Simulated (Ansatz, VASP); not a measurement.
# VN in VASP and in Ansatz

```
V N
1.0
     0.00000    2.03642    2.03642
     2.03642    0.00000    2.03642
     2.03642    2.03642    0.00000
V N
1 1
Direct
  0.00000 0.00000 0.00000
  0.50000 0.50000 0.50000
```

Alike in both runs: functional PBEsol; k mesh 18 × 18 × 18; occupations gaussian, width 0.1 eV; no spin polarisation.

Ansatz relaxed the structure, and its values are those at the end. VASP's run is a single point on that final structure, the one shown.

```csv
,VASP,Ansatz
version,VASP 6.6.1,Ansatz 0.2.0
potentials or method,"VASP PAW PBE potentials, release 64 (V_sv, N), cutoff 520 eV","scalar-relativistic, plane waves, PAW"
valence electrons in the cell,18,18
```

```tsv
	VASP	Ansatz	Ansatz less VASP
gap on the k mesh at the Fermi level (eV)	none	none	-
pressure (GPa)	0.7	0.0	-0.70
```

VASP's potentials were made for PBE, not for PBEsol. A gap of «none» marks a metal or a gap that the smearing closes. With one functional, cell and mesh, what is left measures potentials, basis and numerics.
